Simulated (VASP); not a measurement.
A run of VASP 6.6.1 is set up as follows.

File INCAR:

```
  PREC = Accurate
  ENCUT = 520
  EDIFF = 1E-7
  ISMEAR = 0
  SIGMA = 0.02
  LREAL = F
  LASPH = T
  NELM = 60
  ALGO = Normal
  ISIF = 2
  LWAVE = F
  LCHARG = F
  GGA = PE
  NBANDS = 21
```

File KPOINTS:

```
regular mesh
0
Gamma
  8 8 8
```

The input POSCAR:

```
Ge
1.0
    0.0000000000      2.8289100000      2.8289100000
    2.8289100000      0.0000000000      2.8289100000
    2.8289100000      2.8289100000      0.0000000000
Ge
2
Direct
    0.7500000000      0.7500000000      0.7500000000
    0.5000000000      0.5000000000      0.5000000000
```

Potentials or basis: VASP PAW PBE potentials, release 64 (Ge_d).

Launch:

```bash
$ cat potpaw_PBE.64/Ge_d/POTCAR > POTCAR
$ mpirun -np 1 vasp_std > vasp.out
```

(1) Predict the band gap on the k mesh.

(2) What does it give for the pressure?

## Answers

(1) 0.03 eV, direct.

(2) 3.5 GPa.
